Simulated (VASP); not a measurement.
# Re (P6_3/mmc) in VASP: a series of runs

Re is run at these levels: LDA; tasks: single point, relaxation of cell and atoms.

Program: VASP 6.6.1. These are calculated values, not measurements. Logs are shortened: lines on timing, memory, paths and dates and some standing lists are left out, and cuts for length are marked.

**1. The cell of the first run**

The structure is hexagonal, space group P6_3/mmc (No. 194). Conventional cell: a = 2.739 Å, b = 2.739 Å, c = 4.412 Å, α = 90.00°, β = 90.00°, γ = 120.00°. Re (site symmetry -6m2) has 12 Re at 2.71 to 2.74 Å within 3.6 Å.

**2. Single point, LDA**

INCAR

```
PREC = Accurate
ENCUT = 520
EDIFF = 1E-6
ISMEAR = -1
SIGMA = 0.1
LREAL = F
LASPH = T
NELM = 80
ALGO = Normal
ISIF = 2
LWAVE = F
LCHARG = F
GGA = CA
NBANDS = 14
```

KPOINTS

```
Automatic mesh
0
Gamma
  13 13 7
```

POSCAR

```
Re
1.0
    2.7391880005      0.0000000000      0.0000000000
   -1.3695940002      2.3722063941      0.0000000000
    0.0000000000      0.0000000000      4.4118668177
Re
2
Direct
    0.3333333333      0.6666666667      0.2500000000
    0.6666666667      0.3333333333      0.7500000000
```

Potentials or basis: VASP PAW LDA potentials, release 64 (Re).

The run is started by

```console
$ cat potpaw_LDA.64/Re/POTCAR > POTCAR
$ mpirun -np 1 vasp_std > vasp.out
```

OUTCAR:

```text
PREC = Accurate
   ENCUT = 520
   EDIFF = 1E-6
   ISMEAR = -1
   LREAL = F
   LASPH = T
   NELM = 80
   ISIF = 2
   GGA = CA

 ion  position               nearest neighbor table
   1  0.333  0.667  0.250-   2 2.71   2 2.71   2 2.71   2 2.71   2 2.71   2 2.71
   2  0.667  0.333  0.750-   1 2.71   1 2.71   1 2.71   1 2.71   1 2.71   1 2.71

  LATTYP: Found a hexagonal cell.
 ALAT       =     2.7391880005
 C/A-ratio  =     1.6106476872

  Lattice vectors:

 A1 = (   2.7391880005,   0.0000000000,   0.0000000000)
 A2 = (  -1.3695940002,   2.3722063941,   0.0000000000)
 A3 = (   0.0000000000,   0.0000000000,   4.4118668177)

Analysis of symmetry for initial positions (statically):
=====================================================================
 Subroutine PRICEL returns:
 Original cell was already a primitive cell.

 Routine SETGRP: Setting up the symmetry group for a
 hexagonal supercell.

 Subroutine GETGRP returns: Found 24 space group operations
 (whereof 12 operations were pure point group operations)
 out of a pool of 24 trial point group operations.

The static configuration has the point symmetry D_3d.
 The point group associated with its full space group is D_6h.

Analysis of symmetry for dynamics (positions and initial velocities):
=====================================================================
 Subroutine PRICEL returns:
 Original cell was already a primitive cell.

 Routine SETGRP: Setting up the symmetry group for a
 hexagonal supercell.

 Subroutine GETGRP returns: Found 24 space group operations
 (whereof 12 operations were pure point group operations)
 out of a pool of 24 trial point group operations.

The dynamic configuration has the point symmetry D_3d.
 The point group associated with its full space group is D_6h.

 Subroutine INISYM returns: Found 24 space group operations
 (whereof 12 operations are pure point group operations),
 and found     1 'primitive' translations

----------------------------------------------------------------------------------------

                                     Primitive cell

  volume of cell :      28.6680

  direct lattice vectors                    reciprocal lattice vectors
     2.739188000  0.000000000  0.000000000     0.365071693  0.210774240  0.000000000
    -1.369594000  2.372206394  0.000000000     0.000000000  0.421548480  0.000000000
     0.000000000  0.000000000  4.411866818     0.000000000  0.000000000  0.226661421

  length of vectors
     2.739188000  2.739188000  4.411866818     0.421548480  0.421548480  0.226661421

  position of ions in fractional coordinates (direct lattice)
[... 90 lines left out ...]
   NELECT =      14.0000    total number of electrons
   NUPDOWN=      -1.0000    fix difference up-down
   EMIN   =  10.00;   EMAX   =-10.00  energy-range for DOS
   EFERMI =   0.00;   METHOD = LEGACY
   ISMEAR =    -1;   SIGMA  =   0.10  broadening in eV -4-tet -1-fermi 0-gaus
   EFERMI_NEDOS =   21; number of points for ismear=-14 and -15
   IALGO  =     38    algorithm
   IMIX   =      4    mixing-type and parameters
     AMIX     =   0.40;   BMIX     =  1.00
     AMIX_MAG =   1.60;   BMIX_MAG =  1.00
  volume/ion in A,a.u.               =      14.33        96.73
  Fermi-wavevector in a.u.,A,eV,Ry     =   1.289195  2.436225 22.613205  1.662024
  Thomas-Fermi vector in A             =   2.421103
   LORBIT       =      0    0 simple, 1 ext, 2 COOP (PROOUT), +10 PAW based schemes
   GGA     = CA    functional components
   LHFCALC =     F    Hartree Fock is set to
   AEXX    =    0.0000 exact exchange contribution
   IVDW    =     0    specifies the selected vdW correction
   LEPSILON=     F    determine dielectric tensor
   LRPA    =     F    only Hartree local field effects (RPA)
 non-spin polarized calculation
  energy-cutoff  :      520.00
  volume of cell :       28.67
 maximum number of plane-waves:       783
   NGX = 11   NGY = 11   NGZ = 17

 number of electron      14.0000001 magnetization

 Free energy of the ion-electron system (eV)
  ---------------------------------------------------
  ext. energy  EPLUGINS =         0.00000000
  ---------------------------------------------------
  free energy    TOTEN  =       -27.55522327 eV

  energy without entropy =      -27.50537300  energy(sigma->0) =      -27.53029814

 E-fermi :   8.1873     XC(G=0): -13.9824

 val. band max:        8.1830802607   @ k =   0.3846   0.0769   0.4286
 cond. band min:       8.2067370992   @ k =   0.3846   0.1538   0.2857
 fundamental gap:      0.0236568386
 Fermi energy:         8.1872771228

 k-point     1 :       0.0000    0.0000    0.0000
  band No.  band energies     occupation
      1      -1.7920      2.00000
      2       1.3817      2.00000
      3       6.5031      2.00000
      4       6.5031      2.00000
      5       6.5448      2.00000
      6       7.3834      1.99935
      7       7.3834      1.99935
      8       8.3220      0.41271
      9       8.3220      0.41271
     10       9.0147      0.00051
     11      11.6522      0.00000
     12      11.6522      0.00000
     13      18.5956      0.00000
     14      22.4118      0.00000
[... 377 lines left out ...]
      1      -0.6123      2.00000
      2       2.2655      2.00000
      3       5.4018      2.00000
      4       5.8321      2.00000
      5       6.5798      2.00000
      6       7.0753      1.99997
      7       7.4773      1.99835
      8       7.9400      1.84445
      9       8.3855      0.24222
     10       8.5752      0.04049
     11      12.0145      0.00000
     12      13.9133      0.00000
     13      19.5680      0.00000
     14      23.9052      0.00000

 [... further k-points ...]

------------------------ aborting loop because EDIFF is reached ----------------------------------------

  FORCE on cell =-STRESS in cart. coord.  units (eV):
  Direction    XX          YY          ZZ          XY          YZ          ZX
  --------------------------------------------------------------------------------------
  -------------------------------------------------------------------------------------
  Total        0.2877654      0.2877654      0.2569945      0.0000000      0.0000000     -0.0000000
  in kB       16.0824611     16.0824611     14.3627511      0.0000000      0.0000000     -0.0000000
  external PRESSURE =      15.5092245 kB  Pullay stress =       0.0000000 kB

 VOLUME and BASIS-vectors are now :
 -----------------------------------------------------------------------------
  energy-cutoff  :      520.00
  volume of cell :       28.67
      direct lattice vectors                 reciprocal lattice vectors
     2.739188000  0.000000000  0.000000000     0.365071693  0.210774240  0.000000000
    -1.369594000  2.372206394  0.000000000     0.000000000  0.421548480  0.000000000
     0.000000000  0.000000000  4.411866818     0.000000000  0.000000000  0.226661421

 POSITION                                       TOTAL-FORCE (eV/Angst)
 -----------------------------------------------------------------------------------
     -0.00000      1.58147      1.10297         0.000000     -0.000000      0.000000
      1.36959      0.79074      3.30890        -0.000000      0.000000      0.000000
 -----------------------------------------------------------------------------------
    total drift:                                0.000000     -0.000000     -0.000000

  FREE ENERGIE OF THE ION-ELECTRON SYSTEM (eV)
  ---------------------------------------------------
  free  energy   TOTEN  =       -27.5552232742 eV

  energy  without entropy=      -27.5053729978  energy(sigma->0) =      -27.53029814
```

Wall time 15 s (1 thread of Intel Xeon 6975P-C (Granite Rapids), shared host); peak memory 0.14 GiB.

Results:

| Property | Result |
| --- | --- |
| Free energy | -27.5552 eV |
| Pressure | 1.6 GPa |
| Band gap on the k mesh | zero (bands 7 and 8 overlap by 3.05 eV) |

Caveat: spin-orbit coupling is left out, which moves the levels of the heavy elements.

**3. Relaxation of cell and atoms, LDA**

This run uses another cell than the first one, of 14.71 Å³/atom.

INCAR

```
PREC     = Accurate       # precision mode
ENCUT    = 600            # plane-wave cutoff, eV
EDIFF    = 1E-6           # SCF threshold, eV
ISMEAR   = -1             # smearing method
SIGMA    = 0.1            # smearing width, eV
LREAL    = F              # projectors in reciprocal space
LASPH    = T              # aspherical terms in the spheres
NELM     = 60             # most SCF steps
ALGO     = Normal         # electronic algorithm
ISIF     = 3              # what is computed and relaxed
LWAVE    = F              # write WAVECAR
LCHARG   = F              # write CHGCAR
GGA      = CA             # functional
IBRION   = 2              # ionic algorithm
NSW      = 80             # ionic steps
EDIFFG   = -0.01          # ionic threshold
```

KPOINTS

```
regular mesh
0
Gamma
  13 13 7
```

POSCAR

```
Re
1.0
    2.7607987292      0.0000000000      0.0000000000
   -1.3803993646      2.3909218342      0.0000000000
    0.0000000000      0.0000000000      4.4582000000
Re
2
Direct
    0.3333333333      0.6666666667      0.2500000000
    0.6666666667      0.3333333333      0.7500000000
```

Potentials or basis: VASP PAW LDA potentials, release 64 (Re).

The run is started by

```console
$ cat potpaw_LDA.64/Re/POTCAR > POTCAR
$ mpirun -np 1 vasp_std > vasp.out
```

Run time: 55 s. Hardware: 1 thread of Intel Xeon 6975P-C (Granite Rapids), shared host; peak memory 0.17 GiB.

It converged, with:

* Free energy: -27.5574 eV
* Relaxed volume: 14.39 Å³/atom
* Relaxed cell: a = 2.743 Å, b = 2.743 Å, c = 4.417 Å, α = 90.00°, β = 90.00°, γ = 120.00°
* Space group after relaxing (to 0.1 Å): P6_3/mmc (No. 194)
* Energy gained by relaxing: 9.0 meV/atom
* Ionic steps: 9
* Pressure after relaxing: 0.0 GPa
* Band gap on the k mesh: zero (bands 7 and 8 overlap by 3.03 eV)

The path:
```
step  energy change (eV)  largest force (eV/Å)  pressure (GPa)  volume (Å³)
   1              0.0000                0.0000           -8.68        29.43
   2              0.3487                0.0000           48.71        26.16
   3             -0.0179                0.0000           -0.37        28.81
   4             -0.0180                0.0000           -0.04        28.79
   5             -0.0180                0.0000            0.15        28.77
   6             -0.0180                0.0000            0.10        28.78
   7             -0.0180                0.0000            0.12        28.78
   8             -0.0180                0.0000           -0.37        28.81
   9             -0.0181                0.0000           -0.01        28.78
```

Final structure:
```xyz
2
Lattice="2.7432 0.0000 0.0000 -1.3716 2.3757 0.0000 0.0000 0.0000 4.4167" Properties=species:S:1:pos:R:3 pbc="T T T"
Re    0.0000    1.5838    1.1042
Re    1.3716    0.7919    3.3125
```

Levels at points of the mesh, in eV from the Fermi level:
```
           k point  band 4  band 5  band 6  band 7  band 8  band 9  band 10  band 11
(0.00, 0.00, 0.00)   -1.67   -1.63   -0.80   -0.80    0.13    0.13     0.82     3.45
```

Caveat: spin-orbit coupling is left out, which moves the levels of the heavy elements. LDA usually gives volumes a few per cent too small.

**4. Single point, LDA (12.61 Å³/atom)**

This run uses another cell than the first one, of 12.61 Å³/atom.

INCAR

```
SYSTEM = Re
  ALGO = Normal
  EDIFF = 1E-7
  ENCUT = 520
  ISIF = 2
  ISMEAR = -1
  LASPH = .True.
  LCHARG = .True.
  LELF = .True.
  LREAL = .False.
  LVHAR = .True.
  LWAVE = .False.
  NBANDS = 14
  NELM = 100
  PREC = Accurate
  SIGMA = 0.1
```

KPOINTS

```
k-points
0
Gamma
  22 22 12
  0 0 0
```

POSCAR

```
Re
1.0
    2.6249199555      0.0000000000      0.0000000000
   -1.3124599778      2.2732473644      0.0000000000
    0.0000000000      0.0000000000      4.2278212554
Re
2
Direct
    0.3333333333      0.6666666667      0.2500000000
    0.6666666667      0.3333333333      0.7500000000
```

The run is started by

```console
$ cat potpaw_LDA.64/Re/POTCAR > POTCAR
$ mpirun -np 1 vasp_std > vasp.out
```

Run time: 49 s. Hardware: 1 thread of Intel Xeon 6975P-C (Granite Rapids), shared host; peak memory 0.22 GiB.

Results (log left out):

* Free energy: -26.8387 eV
* Pressure: 72.5 GPa
* Band gap on the k mesh: zero (bands 7 and 8 overlap by 4.62 eV)

Stress tensor (GPa, compression positive):
```
72.37  0.00  0.00
 0.00 72.37  0.00
 0.00  0.00 72.71
```

Levels at points of the mesh, in eV from the Fermi level:
```
           k point  band 3  band 4  band 5  band 6  band 7  band 8  band 9  band 10  band 11  band 12
(0.00, 0.00, 0.00)   -2.11   -2.11   -2.04   -1.03   -1.03    0.10    0.10     1.24     4.08     4.08
(0.50, 0.00, 0.00)   -6.49   -2.57   -1.64   -1.58   -0.67    4.92    5.51     5.63     7.59     8.68
(0.00, 0.00, 0.50)   -2.82   -2.82   -2.26   -2.26   -2.26   -2.26    3.13     3.13     3.13     3.13
(0.50, 0.00, 0.50)   -5.13   -5.13    0.36    0.36    1.43    1.43    5.33     5.33     5.95     5.95
```

Caveat: the cell stands under pressure; spin-orbit coupling is left out, which moves the levels of the heavy elements.

**5. The runs side by side**

```csv
task,cell,k mesh,cutoff (eV),gap on the mesh (eV),pressure (GPa)
single point,"a = 2.739, b = 2.739, c = 4.412 Å, angles 90.0, 90.0, 120.0°, 2 atoms",13 × 13 × 7,520,none,1.6
relaxation of cell and atoms,"relaxed from a = 2.761, b = 2.761, c = 4.458 Å, angles 90.0, 90.0, 120.0°, 2 atoms",13 × 13 × 7,600,none,0.0
single point,"a = 2.625, b = 2.625, c = 4.228 Å, angles 90.0, 90.0, 120.0°, 2 atoms",22 × 22 × 12,520,none,72.5
```

Alike in all rows: level LDA; potentials or basis VASP PAW LDA potentials, release 64 (Re); no spin polarisation; smearing fermi-dirac 0.1 eV.

Caveats: spin-orbit coupling is left out, which moves the levels of the heavy elements; the cell stands under pressure (at least some runs).

Absolute energies hang on the potentials; compare differences alone.
